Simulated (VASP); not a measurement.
Crystal: ScAlH6.

```
Sc Al H
1.0
     3.45074    0.00000    0.00000
     0.00000    3.45074    0.00000
     0.00000    0.00000    6.88877
Sc Al H
1 1 6
Direct
  0.00000 0.00000 0.00000
  0.00000 0.00000 0.50000
  0.50000 0.50000 0.00000
  0.50000 0.50000 0.50000
  0.50000 0.00000 0.25699
  0.50000 0.00000 0.74301
  0.00000 0.50000 0.25699
  0.00000 0.50000 0.74301
```

| Property | Result |
| --- | --- |
| Program | VASP 6.6.1 |
| Task | relaxation of cell and atoms |
| Functional | PBEsol |
| Potentials or basis | VASP PAW PBE potentials, release 64 (Sc_sv, Al, H) |
| Cutoff | 600 eV |
| k mesh | 6 × 6 × 4 |
| Occupations | fermi-dirac, width 0.03 eV |
| Spin | no spin polarisation |

At the start: pressure -21.1 GPa; volume 10.25 Å³/atom.

Where does the relaxation end?

Over 13 steps the energy falls by 368.3 meV/atom and the volume is 6.36 Å³/atom (-38.0 %); space group P4/mmm (No. 123, to 0.1 Å) before and after.

The path:
```csv
step,energy change (eV),largest force (eV/Å),pressure (GPa),volume (Å³)
1,0.0000,0.2849,-21.11,82.03
2,-1.8843,0.1730,-17.40,67.01
3,-2.8045,0.0332,-7.62,55.99
4,-0.9355,0.5714,56.99,37.70
5,-2.9093,0.0197,-2.56,52.71
6,-2.9185,0.0466,-0.16,51.43
7,-2.9171,0.0354,-1.17,51.95
8,-2.9289,0.0254,-1.28,51.80
9,-2.9443,0.0094,-0.91,51.32
10,-2.9447,0.0038,-1.13,51.43
11,-2.9449,0.0057,-1.08,51.40
12,-2.9466,0.0045,0.21,50.79
13,-2.9467,0.0029,0.01,50.89
```

Final structure:
```
CELL_PARAMETERS angstrom
2.93047 0.00000 0.00000
0.00000 2.93047 0.00000
0.00000 0.00000 5.92541
ATOMIC_POSITIONS crystal
Sc 0.00000 0.00000 0.00000
Al 0.00000 0.00000 0.50000
H 0.50000 0.50000 0.00000
H 0.50000 0.50000 0.50000
H 0.50000 0.00000 0.25443
H 0.50000 0.00000 0.74557
H 0.00000 0.50000 0.25443
H 0.00000 0.50000 0.74557
```

Caveat: the volume moved by over 15 % at a fixed basis, so the end points are rough; the PAW data sets were made with another functional, which shifts forces and pressure a little.
